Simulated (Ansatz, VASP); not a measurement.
One calculation of ZnSe, two programs

File INCAR:

```
PREC = Accurate
ENCUT = 520
EDIFF = 1E-6
ISMEAR = 0
SIGMA = 0.05
LREAL = F
LASPH = T
NELM = 100
ALGO = Normal
ISIF = 2
LWAVE = F
LCHARG = F
GGA = PE
NBANDS = 16
```

Contents of KPOINTS:

```
regular mesh
0
Gamma
  10 10 10
```

File POSCAR:

```
ZnSe
1.0
    0.0000000000      2.7395534501      2.8519190611
    2.8519190611      0.0000000000      2.8519190611
    2.8519190611      2.7395534501      0.0000000000
Zn Se
1 1
Direct
    0.0000000000      0.0000000000      0.0000000000
    0.7500000000      0.7500000000      0.7500000000
```

Input for Ansatz:

```yaml
crystal:
  lattice:
    - [0.0, 2.7395534501, 2.8519190611]
    - [2.8519190611, 0.0, 2.8519190611]
    - [2.8519190611, 2.7395534501, 0.0]
  atoms:
    - { symbol: Zn, position: [0.0, 0.0, 0.0] }
    - { symbol: Se, position: [0.75, 0.75, 0.75] }
basis:
  ecutwfc: 520.0
kpoints:
  mp_grid: { grid: [10, 10, 10] }
hamiltonian:
  xc: pbe
  pseudopotentials: { kind: paw, azcp: { folder: soft_1 } }
scf:
  occupations: { method: gaussian, width: 0.05 }
output:
  forces: true
  stress: true
  eigenvalues: true
  write_density: true
  write_potential: true
  elf: true
  volumetric_format: npy
```

Alike in both runs: task single point; functional PBE; k mesh 10 × 10 × 10; occupations gaussian, width 0.05 eV; no spin polarisation.

|  | VASP | Ansatz |
| --- | --- | --- |
| version | VASP 6.6.1 | Ansatz 0.2.0 |
| potentials or method | VASP PAW PBE potentials, release 64 (Zn, Se), cutoff 520 eV | scalar-relativistic, plane waves, PAW |
| valence electrons in the cell | 18 | 28 |

|  | VASP | Ansatz | Ansatz less VASP |
| --- | --- | --- | --- |
| gap on the k mesh at the Fermi level (eV) | 1.28 | 1.27 | -0.005 |
| least direct gap on the mesh (eV) | 1.28 | 1.27 | -0.005 |
| pressure (GPa) | 3.8 | 3.5 | -0.24 |
| traceless stress, the component that is largest in VASP (GPa) | 0.81 | 0.81 | +0.008 |

The functional is the same, so the differences come from potentials, cutoffs and numerics. VASP's potentials hold 18 valence electrons a cell and Ansatz's 28, so a difference there can come from the potentials and not from the codes.
